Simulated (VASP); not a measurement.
Wanted: the native input for a VASP 6.6.1 run.

- Task: single point
- Functional: PBE
- Potentials or basis: VASP PAW PBE potentials, release 64 (Cs_sv, I, Sn_d)
- Cutoff: 520 eV
- k mesh: 5 × 5 × 5
- Occupations: fermi-dirac, width 0.05 eV
- Spin: no spin polarisation
- Dipole correction: no
- Further INCAR settings: ALGO = Normal; EDIFF = 1e-06; NBANDS = 30

The structure of CsSnI3 lies in POSCAR:

```
CsSnI3
1.0
    6.2873633123      0.0000000000      0.0000000000
    0.0000000000      6.2873633123      0.0000000000
    0.0000000000      0.0000000000      6.2873633123
Cs I Sn
1 3 1
Direct
    0.0000000000      0.0000000000      0.0000000000
    0.5000000000      0.5000000000      0.0000000000
    0.5000000000      0.0000000000      0.5000000000
    0.0000000000      0.5000000000      0.5000000000
    0.5000000000      0.5000000000      0.5000000000
```

This cell differs from its parent crystal: volume scaled by 1.04.

These files were run (other wordings do the same):

INCAR

```
  PREC = Accurate
  ENCUT = 520
  EDIFF = 1E-6
  ISMEAR = -1
  SIGMA = 0.05
  LREAL = F
  LASPH = T
  NELM = 80
  ALGO = Normal
  ISIF = 2
  LWAVE = F
  LCHARG = F
  GGA = PE
  NBANDS = 30
```

KPOINTS

```
Automatic mesh
0
Gamma
  5 5 5
```

Potentials or basis: VASP PAW PBE potentials, release 64 (Cs_sv, I, Sn_d).

Command:

```bash
$ cat potpaw_PBE.64/Cs_sv/POTCAR potpaw_PBE.64/I/POTCAR potpaw_PBE.64/Sn_d/POTCAR > POTCAR
$ mpirun -np 1 vasp_std > vasp.out
```

It gave:

```json
{
  "Pressure": "-0.1 GPa",
  "Band gap on the k mesh": "1.79 eV, direct"
}
```

Caveat: spin-orbit coupling is left out, which moves the levels of the heavy elements.

Wall time 69 s on 1 thread of Intel(R) Xeon(R) Platinum 8259CL CPU @ 2.50GHz (Skylake/Cascade Lake), on a shared host, peak memory 0.36 GiB.
